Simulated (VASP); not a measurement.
Set up this calculation in VASP 6.6.1, as the native input.

```
Task                   : single point
Functional             : PBE
Potentials or basis    : VASP PAW PBE potentials, release 64 (Hf_pv, N)
Cutoff                 : 520 eV
k mesh                 : 16 × 16 × 16
Occupations            : fermi-dirac, width 0.05 eV
Spin                   : no spin polarisation
Dipole correction      : no
Further INCAR settings : ALGO = Normal; EDIFF = 1e-06; NBANDS = 14
```

The structure of HfN (zincblende type) lies in POSCAR:

```
HfN
1.0
    0.0000000000      2.0270323629      2.0270323629
    2.0270323629      0.0000000000      2.0270323629
    2.0270323629      2.0270323629      0.0000000000
Hf N
1 1
Direct
    0.0000000000      0.0000000000      0.0000000000
    0.2500000000      0.2500000000      0.2500000000
```

These files were run (other wordings do the same):

INCAR

```
SYSTEM = HfN
PREC = Accurate
ENCUT = 520
EDIFF = 1E-6
ISMEAR = -1
SIGMA = 0.05
LREAL = .FALSE.
LASPH = .TRUE.
NELM = 60
ALGO = Normal
ISIF = 2
LWAVE = .FALSE.
LCHARG = .TRUE.
GGA = PE
LELF = .TRUE.
LVHAR = .TRUE.
NBANDS = 14
```

KPOINTS

```
regular mesh
0
G
  16 16 16
  0 0 0
```

Potentials or basis: VASP PAW PBE potentials, release 64 (Hf_pv, N).

Run with:

```sh
$ cat potpaw_PBE.64/Hf_pv/POTCAR potpaw_PBE.64/N/POTCAR > POTCAR
$ mpirun -np 1 vasp_std > vasp.out
```

It gave:

The pressure is 347.9 GPa.

Wall time 15 s on 1 thread of Intel Xeon 6975P-C (shared host), peak memory 0.17 GiB.
